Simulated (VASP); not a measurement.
Co, 1 atom in the cell. It takes space group Im-3m (No. 229, cubic). Conventional cell: a = 2.774 Å, b = 2.774 Å, c = 2.774 Å, α = 90.00°, β = 90.00°, γ = 90.00°. Within 3.2 Å of Co (site symmetry m-3m) lie 14 Co at 2.40 to 2.77 Å. This isn't the form of Co at room conditions, which is hcp.

```yaml
Program: VASP 6.6.1
Task: single point
Functional: PBE
Potentials_or_basis: VASP PAW PBE potentials, release 64 (Co)
Cutoff: 520 eV
k_mesh: 18 × 18 × 18
Occupations: fermi-dirac, width 0.05 eV
Spin: collinear spin, ferromagnetic start
Starting_moments: "[1.826] μB"
Dipole_correction: no
Further_INCAR_settings: ALGO = Normal; EDIFF = 1e-07; NBANDS = 14
```

Potentials or basis: VASP PAW PBE potentials, release 64 (Co).

Command:

```console
$ cat potpaw_PBE.64/Co/POTCAR > POTCAR
$ mpirun -np 1 vasp_std > vasp.out
```

Hardware: 1 thread of Intel Xeon 8259CL, with other jobs on the host.

Question: How long does it take, and how much memory?

Answer: Wall time 120 s on 1 thread of Intel Xeon 8259CL, on a shared host, peak memory 0.16 GiB. Counts: scf iterations 15, k points 195.
